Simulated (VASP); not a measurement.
A run of VASP 6.6.1 is set up as follows.

Contents of INCAR:

```
SYSTEM = NiSb
PREC = Accurate
ENCUT = 520
EDIFF = 1E-6
ISMEAR = -1
SIGMA = 0.05
LREAL = .False.
LASPH = .True.
NELM = 100
ALGO = Normal
ISIF = 2
LWAVE = .False.
LCHARG = .True.
GGA = PE
LELF = .True.
LVHAR = .True.
NBANDS = 23
```

Contents of KPOINTS:

```
regular mesh
0
Gamma
  8 8 5
  0 0 0
```

The input POSCAR:

```
NiSb
1.0
    3.9280000000      0.0000000000      0.0000000000
   -1.9640000000      3.4017477861      0.0000000000
    0.0000000000      0.0000000000      5.1200000000
Sb Ni
2 2
Direct
    0.6666666667      0.3333333333      0.7500000000
    0.3333333333      0.6666666667      0.2500000000
    0.0000000000      0.0000000000      0.5000000000
    0.0000000000      0.0000000000      0.0000000000
```

Potentials or basis: VASP PAW PBE potentials, release 64 (Sb, Ni).

Command:

```console
$ cat potpaw_PBE.64/Sb/POTCAR potpaw_PBE.64/Ni/POTCAR > POTCAR
$ mpirun -np 1 vasp_std > vasp.out
```

(1) What does it give for the pressure?

(2) What does it give for the band gap on the k mesh?

## Answers

(1) 3.6 GPa.

(2) zero (bands 15 and 16 overlap by 2.76 eV).

Caveat: the cell stands under pressure; spin-orbit coupling is left out, which moves the levels of the heavy elements.
